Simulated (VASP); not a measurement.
# Ba (Im-3m) in VASP: single point with LDA

Aim: the single point of Ba with LDA.

Everything below comes from runs of VASP 6.6.1. Logs are shortened: lines on timing, memory, paths and dates and some standing lists are left out, and cuts for length are marked.

## Step 1: The cell of the first run

Symmetry: Im-3m, No. 229, cubic system. The conventional cell has a = 5.025 Å, b = 5.025 Å, c = 5.025 Å, α = 90.00°, β = 90.00°, γ = 90.00°. Within 5.7 Å of Ba (site symmetry m-3m) lie 14 Ba at 4.35 to 5.03 Å.

## Step 2: Single point, LDA

INCAR reads:

```
SYSTEM = Ba
ALGO = Normal
EDIFF = 1E-7
ENCUT = 520
ISIF = 2
ISMEAR = 0
LASPH = .TRUE.
LCHARG = .TRUE.
LELF = .TRUE.
LREAL = .FALSE.
LVHAR = .TRUE.
LWAVE = .FALSE.
NBANDS = 11
NELM = 100
PREC = Accurate
SIGMA = 0.1
```

KPOINTS reads:

```
k-points
0
G
  12 12 12
  0 0 0
```

POSCAR reads:

```
Ba
1.0
   -2.5125000000      2.5125000000      2.5125000000
    2.5125000000     -2.5125000000      2.5125000000
    2.5125000000      2.5125000000     -2.5125000000
Ba
1
Direct
    0.0000000000      0.0000000000      0.0000000000
```

Potentials or basis: VASP PAW LDA potentials, release 64 (Ba_sv).

On the command line:

```sh
$ cat potpaw_LDA.64/Ba_sv/POTCAR > POTCAR
$ mpirun -np 1 vasp_std > vasp.out
```

OUTCAR:

```text
SYSTEM = Ba
   EDIFF = 1E-7
   ENCUT = 520
   ISIF = 2
   ISMEAR = 0
   LASPH = .TRUE.
   LREAL = .FALSE.
   NELM = 100
   PREC = Accurate

 ion  position               nearest neighbor table
   1  0.000  0.000  0.000-

  LATTYP: Found a body centered cubic cell.
 ALAT       =     5.0250000000

  Lattice vectors:

 A1 = (  -2.5125000000,   2.5125000000,   2.5125000000)
 A2 = (   2.5125000000,  -2.5125000000,   2.5125000000)
 A3 = (   2.5125000000,   2.5125000000,  -2.5125000000)

Analysis of symmetry for initial positions (statically):
=====================================================================
 Subroutine PRICEL returns:
 Original cell was already a primitive cell.

 Routine SETGRP: Setting up the symmetry group for a
 body centered cubic supercell.

 Subroutine GETGRP returns: Found 48 space group operations
 (whereof 48 operations were pure point group operations)
 out of a pool of 48 trial point group operations.

The static configuration has the point symmetry O_h .

Analysis of symmetry for dynamics (positions and initial velocities):
=====================================================================
 Subroutine PRICEL returns:
 Original cell was already a primitive cell.

 Routine SETGRP: Setting up the symmetry group for a
 body centered cubic supercell.

 Subroutine GETGRP returns: Found 48 space group operations
 (whereof 48 operations were pure point group operations)
 out of a pool of 48 trial point group operations.

The dynamic configuration has the point symmetry O_h .

 Subroutine INISYM returns: Found 48 space group operations
 (whereof 48 operations are pure point group operations),
 and found     1 'primitive' translations

----------------------------------------------------------------------------------------

                                     Primitive cell

  volume of cell :      63.4422

  direct lattice vectors                    reciprocal lattice vectors
    -2.512500000  2.512500000  2.512500000     0.000000000  0.199004975  0.199004975
     2.512500000 -2.512500000  2.512500000     0.199004975  0.000000000  0.199004975
     2.512500000  2.512500000 -2.512500000     0.199004975  0.199004975  0.000000000

  length of vectors
     4.351777654  4.351777654  4.351777654     0.281435535  0.281435535  0.281435535

  position of ions in fractional coordinates (direct lattice)
     0.000000000  0.000000000  0.000000000

  ion indices of the primitive-cell ions
[... 80 lines left out ...]
   ISIF   =      2    stress and relaxation
   ISYM   =      2    0-nonsym 1-usesym 2-fastsym
   POTIM  = 0.5000    time-step for ionic-motion
   TEBEG  =    0.0;   TEEND  =   0.0 temperature during run
   PSTRESS=    0.0 pullay stress
   NELECT =      10.0000    total number of electrons
   NUPDOWN=      -1.0000    fix difference up-down
   EMIN   =  10.00;   EMAX   =-10.00  energy-range for DOS
   EFERMI =   0.00;   METHOD = LEGACY
   ISMEAR =     0;   SIGMA  =   0.10  broadening in eV -4-tet -1-fermi 0-gaus
   EFERMI_NEDOS =   21; number of points for ismear=-14 and -15
   IALGO  =     38    algorithm
   IMIX   =      4    mixing-type and parameters
     AMIX     =   0.40;   BMIX     =  1.00
     AMIX_MAG =   1.60;   BMIX_MAG =  1.00
  volume/ion in A,a.u.               =      63.44       428.13
  Fermi-wavevector in a.u.,A,eV,Ry     =   0.884332  1.671146 10.640347  0.782043
  Thomas-Fermi vector in A             =   2.005218
   LORBIT       =      0    0 simple, 1 ext, 2 COOP (PROOUT), +10 PAW based schemes
   GGA     = CA    functional components
   LHFCALC =     F    Hartree Fock is set to
   AEXX    =    0.0000 exact exchange contribution
   IVDW    =     0    specifies the selected vdW correction
   LEPSILON=     F    determine dielectric tensor
   LRPA    =     F    only Hartree local field effects (RPA)
 non-spin polarized calculation
 Gauss-broadening in eV      SIGMA  =   0.10
  energy-cutoff  :      520.00
  volume of cell :       63.44
 maximum number of plane-waves:      1732
   NGX = 17   NGY = 17   NGZ = 17

 number of electron      10.0000000 magnetization

 Free energy of the ion-electron system (eV)
  ---------------------------------------------------
  ext. energy  EPLUGINS =         0.00000000
  ---------------------------------------------------
  free energy    TOTEN  =        -2.21123437 eV

  energy without entropy =       -2.20464269  energy(sigma->0) =       -2.20793853

 E-fermi :   1.4050     XC(G=0):  -7.5935

 val. band max:        1.3831903587   @ k =   0.2500   0.1667   0.1667
 cond. band min:       1.4065980334   @ k =  -0.4167   0.5000   0.2500
 fundamental gap:      0.0234076747
 Fermi energy:         1.4049661629

 k-point     1 :       0.0000    0.0000    0.0000
  band No.  band energies     occupation
      1     -27.4277      2.00000
      2     -12.3929      2.00000
      3     -12.3929      2.00000
      4     -12.3929      2.00000
      5      -1.3450      2.00000
      6       3.1489      0.00000
      7       3.1489      0.00000
      8       3.1489      0.00000
      9       4.5931      0.00000
     10       4.5931      0.00000
     11       8.3673      0.00000
[... 309 lines left out ...]
 k-point    24 :       0.4167    0.0833    0.0833
  band No.  band energies     occupation
      1     -27.3841      2.00000
      2     -12.8218      2.00000
      3     -12.5623      2.00000
      4     -12.4262      2.00000
      5       0.7700      2.00000
      6       1.9636      0.00000
      7       2.5274      0.00000
      8       4.6515      0.00000
      9       5.1365      0.00000
     10       6.8298      0.00000
     11       6.9108      0.00000

 [... further k-points ...]

------------------------ aborting loop because EDIFF is reached ----------------------------------------

  FORCE on cell =-STRESS in cart. coord.  units (eV):
  Direction    XX          YY          ZZ          XY          YZ          ZX
  --------------------------------------------------------------------------------------
  -------------------------------------------------------------------------------------
  Total       -0.5156080     -0.5156080     -0.5156080      0.0000000      0.0000000     -0.0000000
  in kB      -13.0212303    -13.0212303    -13.0212303      0.0000000      0.0000000     -0.0000000
  external PRESSURE =     -13.0212303 kB  Pullay stress =       0.0000000 kB

 VOLUME and BASIS-vectors are now :
 -----------------------------------------------------------------------------
  energy-cutoff  :      520.00
  volume of cell :       63.44
      direct lattice vectors                 reciprocal lattice vectors
    -2.512500000  2.512500000  2.512500000     0.000000000  0.199004975  0.199004975
     2.512500000 -2.512500000  2.512500000     0.199004975  0.000000000  0.199004975
     2.512500000  2.512500000 -2.512500000     0.199004975  0.199004975  0.000000000

 POSITION                                       TOTAL-FORCE (eV/Angst)
 -----------------------------------------------------------------------------------
      0.00000      0.00000      0.00000        -0.000000      0.000000     -0.000000
 -----------------------------------------------------------------------------------
    total drift:                               -0.000000      0.000000      0.000000

  FREE ENERGIE OF THE ION-ELECTRON SYSTEM (eV)
  ---------------------------------------------------
  free  energy   TOTEN  =        -2.2112343747 eV

  energy  without entropy=       -2.2046426881  energy(sigma->0) =       -2.20793853
```

stdout:

```text
POSCAR found type information on POSCAR Ba
 POSCAR found :  1 types and       1 ions
 scaLAPACK will be used
 LDA part: xc-table for (Slater(with rela. corr.)+CA(PZ))
 , standard interpolation
 POSCAR, INCAR and KPOINTS ok, starting setup
 FFT: planning ... GRIDC
 FFT: planning ... GRID_SOFT
 FFT: planning ... GRID
 WAVECAR not read
 entering main loop
```

Run time: 10 s. Hardware: 1 thread of Intel Xeon 6975P-C (Granite Rapids), shared host; peak memory 0.18 GiB.

What came out:

```yaml
Free_energy: -2.2112 eV
Pressure: -1.3 GPa
Band_gap_on_the_k_mesh: zero (bands 5 and 6 overlap by 1.04 eV)
```

Caveat: spin-orbit coupling is left out, which moves the levels of the heavy elements.

The gap in the log of VASP goes by the Fermi energy; the results here count the filled bands.